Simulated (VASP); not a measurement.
Runs of VASP 6.6.1 on Ru. The structure is that of space group P6_3/mmc (No. 194), or close to it. The cells are those of the table. 

```tsv
cell	gap on the mesh (eV)	pressure (GPa)
a = 2.593, b = 2.593, c = 4.103 Å, angles 90.0, 90.0, 120.0°, 2 atoms	none	62.4
a = 2.810, b = 2.810, c = 4.447 Å, angles 90.0, 90.0, 120.0°, 2 atoms	none	(b)
a = 2.776, b = 2.776, c = 4.393 Å, angles 90.0, 90.0, 120.0°, 2 atoms	none	-17.1
a = 2.669, b = 2.669, c = 4.224 Å, angles 90.0, 90.0, 120.0°, 2 atoms	none	(a)
a = 2.706, b = 2.706, c = 4.282 Å, angles 90.0, 90.0, 120.0°, 2 atoms	none	4.3
a = 2.741, b = 2.741, c = 4.338 Å, angles 90.0, 90.0, 120.0°, 2 atoms	none	-7.6
a = 2.632, b = 2.632, c = 4.165 Å, angles 90.0, 90.0, 120.0°, 2 atoms	none	38.4
```

Alike in all rows: task single point; level PBE; potentials or basis VASP PAW PBE potentials, release 64 (Ru_pv); no spin polarisation; k mesh 12 × 12 × 7; cutoff (eV) 520; smearing fermi-dirac 0.05 eV.

Q: Estimate the missing entries.

A: (a) 19.4; (b) -24.5.

A k mesh can miss the band edges, and the runs leave out spin-orbit coupling on Ru.

A gap of «none» marks levels without a gap at the run's occupations.
